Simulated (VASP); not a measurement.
# BaS (rocksalt type) (Fm-3m) in VASP: notebook, part 2 of 2

VASP 6.6.1. Earlier steps stand in the parts before.

**3. Single point, LDA (24.03 Å³/atom)**

This run uses another cell than the first one, of 24.03 Å³/atom.

File INCAR:

```
SYSTEM = BaS
PREC = Accurate
ENCUT = 500
EDIFF = 1E-6
ISMEAR = -1
SIGMA = 0.1
LREAL = .FALSE.
LASPH = .TRUE.
NELM = 120
ALGO = Normal
ISIF = 2
LWAVE = .FALSE.
LCHARG = .TRUE.
GGA = CA
LELF = .TRUE.
LVHAR = .TRUE.
NBANDS = 15
GGA_COMPAT = .FALSE.
```

File KPOINTS:

```
Automatic mesh
0
G
  11 11 11
  0 0 0
```

File POSCAR:

```
BaS
1.0
    0.0000000000      2.8857351975      2.8857351975
    2.8857351975      0.0000000000      2.8857351975
    2.8857351975      2.8857351975      0.0000000000
Ba S
1 1
Direct
    0.0000000000      0.0000000000      0.0000000000
    0.5000000000      0.5000000000      0.5000000000
```

Potentials or basis: VASP PAW LDA potentials, release 64 (Ba_sv, S).

Run with:

```bash
$ cat potpaw_LDA.64/Ba_sv/POTCAR potpaw_LDA.64/S/POTCAR > POTCAR
$ mpirun -np 1 vasp_std > vasp.out
```

OUTCAR:

```text
SYSTEM = BaS
   PREC = Accurate
   ENCUT = 500
   EDIFF = 1E-6
   ISMEAR = -1
   LREAL = .FALSE.
   LASPH = .TRUE.
   NELM = 120
   ISIF = 2
   GGA = CA

 ion  position               nearest neighbor table
   1  0.000  0.000  0.000-   2 2.89   2 2.89   2 2.89   2 2.89   2 2.89   2 2.89
   2  0.500  0.500  0.500-   1 2.89   1 2.89   1 2.89   1 2.89   1 2.89   1 2.89

  LATTYP: Found a face centered cubic cell.
 ALAT       =     5.7714703950

  Lattice vectors:

 A1 = (   0.0000000000,   2.8857351975,   2.8857351975)
 A2 = (   2.8857351975,   0.0000000000,   2.8857351975)
 A3 = (   2.8857351975,   2.8857351975,   0.0000000000)

Analysis of symmetry for initial positions (statically):
=====================================================================
 Subroutine PRICEL returns:
 Original cell was already a primitive cell.

 Routine SETGRP: Setting up the symmetry group for a
 face centered cubic supercell.

 Subroutine GETGRP returns: Found 48 space group operations
 (whereof 48 operations were pure point group operations)
 out of a pool of 48 trial point group operations.

The static configuration has the point symmetry O_h .

Analysis of symmetry for dynamics (positions and initial velocities):
=====================================================================
 Subroutine PRICEL returns:
 Original cell was already a primitive cell.

 Routine SETGRP: Setting up the symmetry group for a
 face centered cubic supercell.

 Subroutine GETGRP returns: Found 48 space group operations
 (whereof 48 operations were pure point group operations)
 out of a pool of 48 trial point group operations.

The dynamic configuration has the point symmetry O_h .

 Subroutine INISYM returns: Found 48 space group operations
 (whereof 48 operations are pure point group operations),
 and found     1 'primitive' translations

----------------------------------------------------------------------------------------

                                     Primitive cell

  volume of cell :      48.0617

  direct lattice vectors                    reciprocal lattice vectors
     0.000000000  2.885735197  2.885735197    -0.173266071  0.173266071  0.173266071
     2.885735197  0.000000000  2.885735197     0.173266071 -0.173266071  0.173266071
     2.885735197  2.885735197  0.000000000     0.173266071  0.173266071 -0.173266071

  length of vectors
     4.081045854  4.081045854  4.081045854     0.300105638  0.300105638  0.300105638

  position of ions in fractional coordinates (direct lattice)
     0.000000000  0.000000000  0.000000000
     0.500000000  0.500000000  0.500000000

  ion indices of the primitive-cell ions
   primitive index   ion index
                 1           1
                 2           2

----------------------------------------------------------------------------------------

 KPOINTS: Automatic mesh

Automatic generation of k-mesh.
 Grid dimensions read from file:
 generate k-points for:   11   11   11

 Generating k-lattice:

[... 23 lines left out ...]
  0.454545  0.000000  0.000000      8.000000
[... 16 lines left out ...]
 -0.272727  0.181818  0.000000     24.000000
 -0.181818  0.181818  0.000000     12.000000
 [... further k-points ...]
   k-points           NKPTS =     56   k-points in BZ     NKDIM =     56   number of bands    NBANDS=     15
   number of dos      NEDOS =    301   number of ions     NIONS =      2
   total plane-waves  NPLWV =  27000
   dimension x,y,z NGX =    30 NGY =   30 NGZ =   30
   dimension x,y,z NGXF=    60 NGYF=   60 NGZF=   60
   ions per type =               1   1
   NGX,Y,Z   is equivalent  to a cutoff of  12.22, 12.22, 12.22 a.u.
   NGXF,Y,Z  is equivalent  to a cutoff of  24.44, 24.44, 24.44 a.u.
 SYSTEM =  BaS
   PREC   = accura    normal or accurate (medium, high low for compatibility)
   ISTART =      0    job   : 0-new  1-cont  2-samecut
   ICHARG =      2    charge: 1-file 2-atom 10-const
   ISPIN  =      1    spin polarized calculation?
   LNONCOLLINEAR =      F non collinear calculations
   LSORBIT =      F    spin-orbit coupling
   LASPH  =      T    aspherical Exc in radial PAW
   ENCUT  =  500.0 eV  36.75 Ry    6.06 a.u.   7.44  7.44  7.44*2*pi/ulx,y,z
   NELM   =    120;   NELMIN=  2; NELMDL= -5     # of ELM steps
   EDIFF  = 0.1E-05   stopping-criterion for ELM
   LREAL  =      F    real-space projection
   EDIFFG = 0.1E-04   stopping-criterion for IOM
   NSW    =      0    number of steps for IOM
   IBRION =     -1    ionic relax: 0-MD 1-quasi-New 2-CG
   NFREE  =      0    steps in history (QN), initial steepest desc. (CG)
   ISIF   =      2    stress and relaxation
   ISYM   =      2    0-nonsym 1-usesym 2-fastsym
   POTIM  = 0.5000    time-step for ionic-motion
   TEBEG  =    0.0;   TEEND  =   0.0 temperature during run
   PSTRESS=    0.0 pullay stress
   NELECT =      16.0000    total number of electrons
   NUPDOWN=      -1.0000    fix difference up-down
   EMIN   =  10.00;   EMAX   =-10.00  energy-range for DOS
   EFERMI =   0.00;   METHOD = LEGACY
   ISMEAR =    -1;   SIGMA  =   0.10  broadening in eV -4-tet -1-fermi 0-gaus
   EFERMI_NEDOS =   21; number of points for ismear=-14 and -15
   IALGO  =     38    algorithm
   IMIX   =      4    mixing-type and parameters
     AMIX     =   0.40;   BMIX     =  1.00
     AMIX_MAG =   1.60;   BMIX_MAG =  1.00
  volume/ion in A,a.u.               =      24.03       162.17
  Fermi-wavevector in a.u.,A,eV,Ry     =   1.134615  2.144111 17.515463  1.287350
  Thomas-Fermi vector in A             =   2.271319
   LORBIT       =      0    0 simple, 1 ext, 2 COOP (PROOUT), +10 PAW based schemes
   GGA     = CA    functional components
   LHFCALC =     F    Hartree Fock is set to
   AEXX    =    0.0000 exact exchange contribution
   IVDW    =     0    specifies the selected vdW correction
   LEPSILON=     F    determine dielectric tensor
   LRPA    =     F    only Hartree local field effects (RPA)
 non-spin polarized calculation
  energy-cutoff  :      500.00
  volume of cell :       48.06
 maximum number of plane-waves:      1243
 NGX is ok and might be reduce to    30
   NGX = 15   NGY = 15   NGZ = 15

 number of electron      15.9999999 magnetization

 Free energy of the ion-electron system (eV)
  ---------------------------------------------------
  ext. energy  EPLUGINS =         0.00000000
  ---------------------------------------------------
  free energy    TOTEN  =       -10.31649190 eV

  energy without entropy =      -10.31605101  energy(sigma->0) =      -10.31627146

 E-fermi :   3.9556     XC(G=0): -10.2837

 val. band max:        3.3788006532   @ k =   0.4545   0.4545   0.0000
 cond. band min:       4.3115996055   @ k =   0.4545   0.4545   0.0000
 fundamental gap:      0.9327989524
 Fermi energy:         3.9556300417

 k-point     1 :       0.0000    0.0000    0.0000
  band No.  band energies     occupation
      1     -22.1449      2.00000
      2      -7.6094      2.00000
      3      -7.0751      2.00000
      4      -7.0751      2.00000
      5      -7.0751      2.00000
      6       3.2066      1.99888
      7       3.2066      1.99888
      8       3.2066      1.99888
      9       6.6958      0.00000
     10       6.6958      0.00000
     11       6.6958      0.00000
     12       8.0569      0.00000
     13       8.0569      0.00000
     14       8.2360      0.00000
[... 401 lines left out ...]
      2      -9.3172      2.00000
      3      -7.4545      2.00000
      4      -7.0735      2.00000
      5      -5.3155      2.00000
      6       1.1551      2.00000
      7       1.6468      2.00000
      8       2.8757      1.99996
      9       7.0782      0.00000
     10       7.7741      0.00000
     11       9.0119      0.00000
     12       9.6212      0.00000
     13      11.3589      0.00000
     14      12.3233      0.00000
     15      15.1612      0.00000

 [... further k-points ...]

------------------------ aborting loop because EDIFF is reached ----------------------------------------

  FORCE on cell =-STRESS in cart. coord.  units (eV):
  Direction    XX          YY          ZZ          XY          YZ          ZX
  --------------------------------------------------------------------------------------
  -------------------------------------------------------------------------------------
  Total        7.1915845      7.1915845      7.1915845     -0.0000000      0.0000000     -0.0000000
  in kB      239.7373744    239.7373744    239.7373744     -0.0000000      0.0000000     -0.0000000
  external PRESSURE =     239.7373744 kB  Pullay stress =       0.0000000 kB

 VOLUME and BASIS-vectors are now :
 -----------------------------------------------------------------------------
  energy-cutoff  :      500.00
  volume of cell :       48.06
      direct lattice vectors                 reciprocal lattice vectors
     0.000000000  2.885735197  2.885735197    -0.173266071  0.173266071  0.173266071
     2.885735197  0.000000000  2.885735197     0.173266071 -0.173266071  0.173266071
     2.885735197  2.885735197  0.000000000     0.173266071  0.173266071 -0.173266071

 POSITION                                       TOTAL-FORCE (eV/Angst)
 -----------------------------------------------------------------------------------
      0.00000      0.00000      0.00000        -0.000000     -0.000000     -0.000000
      2.88574      2.88574      2.88574         0.000000      0.000000      0.000000
 -----------------------------------------------------------------------------------
    total drift:                               -0.000000      0.000000      0.000000

  FREE ENERGIE OF THE ION-ELECTRON SYSTEM (eV)
  ---------------------------------------------------
  free  energy   TOTEN  =       -10.3164918958 eV

  energy  without entropy=      -10.3160510143  energy(sigma->0) =      -10.31627146
```

It took 29 s on 1 thread of Intel Xeon Platinum 8375C at 2.90GHz (Ice Lake), shared host; peak memory 0.17 GiB.

What came out:

| Property | Result |
| --- | --- |
| Free energy | -10.3165 eV |
| Pressure | 24.0 GPa |
| Band gap on the k mesh | 0.93 eV |

Caveat: the cell stands under pressure; spin-orbit coupling is left out, which moves the levels of the heavy elements; an odd mesh through Γ misses points on the zone boundary, where band edges can lie.

**4. Single point, LDA (24.03 Å³/atom)**

This run uses another cell than the first one, of 24.03 Å³/atom.

File INCAR:

```
PREC = Accurate
ENCUT = 500
EDIFF = 1E-6
ISMEAR = -1
SIGMA = 0.1
LREAL = F
LASPH = T
NELM = 120
ALGO = Normal
ISIF = 2
LWAVE = F
LCHARG = T
GGA = CA
LELF = T
LVHAR = T
NBANDS = 15
GGA_COMPAT = F
```

File KPOINTS:

```
Automatic mesh
0
Gamma
  11 11 11
```

POSCAR is that of step 3.

Run with:

```bash
$ cat potpaw_LDA.64/Ba_sv/POTCAR potpaw_LDA.64/S/POTCAR > POTCAR
$ mpirun -np 1 vasp_std > vasp.out
```

It took 28 s on 1 thread of Intel Xeon Platinum 8375C at 2.90GHz (Ice Lake), shared host; peak memory 0.17 GiB.

Results (log left out):

```yaml
Free_energy: -10.3165 eV
Pressure: 24.0 GPa
Band_gap_on_the_k_mesh: 0.93 eV
```

Levels at points of the mesh, in eV from the valence-band top:
| k point | band 5 | band 6 | band 7 | band 8 | band 9 | band 10 | band 11 | band 12 |
| --- | --- | --- | --- | --- | --- | --- | --- | --- |
| (0.00, 0.00, 0.00) | -10.45 | -0.17 | -0.17 | -0.17 | 3.32 | 3.32 | 3.32 | 4.68 |

Caveat: the cell stands under pressure; spin-orbit coupling is left out, which moves the levels of the heavy elements; an odd mesh through Γ misses points on the zone boundary, where band edges can lie.

**5. Single point, LDA, collinear spin, zero start**

This run uses another cell than the first one, of 13.25 Å³/atom.

File INCAR:

```
ALGO = Normal
EDIFF = 1E-6
ENCUT = 500
GGA = CA
GGA_COMPAT = F
ISIF = 2
ISMEAR = -1
ISPIN = 2
LASPH = T
LCHARG = T
LELF = T
LORBIT = 11
LREAL = F
LVHAR = T
LWAVE = F
MAGMOM = 0 0
NBANDS = 19
NELM = 200
PREC = Accurate
SIGMA = 0.1
```

File KPOINTS:

```
k-points
0
Gamma
  11 11 11
```

File POSCAR:

```
BaS
1.0
    0.0000000000      2.3661799004      2.3661799004
    2.3661799004      0.0000000000      2.3661799004
    2.3661799004      2.3661799004      0.0000000000
Ba S
1 1
Direct
    0.0000000000      0.0000000000      0.0000000000
    0.5000000000      0.5000000000      0.5000000000
```

Run with:

```bash
$ cat potpaw_LDA.64/Ba_sv/POTCAR potpaw_LDA.64/S/POTCAR > POTCAR
$ mpirun -np 1 vasp_std > vasp.out
```

Run time: 21 s. Hardware: 1 thread of Intel Xeon Platinum 8375C at 2.90GHz (Ice Lake), shared host; peak memory 0.17 GiB.

Results (log left out):

| Property | Result |
| --- | --- |
| Free energy | 1.5137 eV |
| Pressure | 207.9 GPa |
| Band gap on the k mesh | zero (filled and empty bands overlap) |
| Net moment | 0.00 μB per cell |
| Valence electrons inside the program's atomic spheres | Ba 9.77; S 4.05 |

Levels at points of the mesh, in eV from the Fermi level:
Spin up:
| k point | band 4 | band 5 | band 6 | band 7 | band 8 | band 9 | band 10 | band 11 | band 12 | band 13 |
| --- | --- | --- | --- | --- | --- | --- | --- | --- | --- | --- |
| (0.00, 0.00, 0.00) | -12.08 | -12.08 | -1.57 | -1.57 | -1.57 | -0.22 | -0.22 | -0.22 | 2.11 | 2.11 |
Spin down:
| k point | band 5 | band 6 | band 7 | band 8 | band 9 | band 10 | band 11 | band 12 |
| --- | --- | --- | --- | --- | --- | --- | --- | --- |
| (0.00, 0.00, 0.00) | -12.08 | -1.57 | -1.57 | -1.57 | -0.22 | -0.22 | -0.22 | 2.11 |

Caveat: the cell stands under pressure; spin-orbit coupling is left out, which moves the levels of the heavy elements.

**6. Overview**

| spin | cell | gap on the mesh (eV) | pressure (GPa) |
| --- | --- | --- | --- |
| off | a = 3.899 Å, angles 60.0°, 2 atoms | none | 48.2 |
| off | a = 4.081 Å, angles 60.0°, 2 atoms | 0.93 | 24.0 |
| collinear, zero start | a = 3.346 Å, angles 60.0°, 2 atoms | none | 207.9 |

Alike in all rows: task single point; level LDA; potentials or basis VASP PAW LDA potentials, release 64 (Ba_sv, S); k mesh 11 × 11 × 11; cutoff (eV) 500; smearing fermi-dirac 0.1 eV.

Caveats: the cell stands under pressure; spin-orbit coupling is left out, which moves the levels of the heavy elements; semilocal functionals underestimate gaps, and a narrow one can read as zero (at least some runs); an odd mesh through Γ misses points on the zone boundary, where band edges can lie (at least some runs).

Absolute energies hang on the potentials; compare differences alone.

The gap in the log of VASP goes by the Fermi energy; the results here count the filled bands.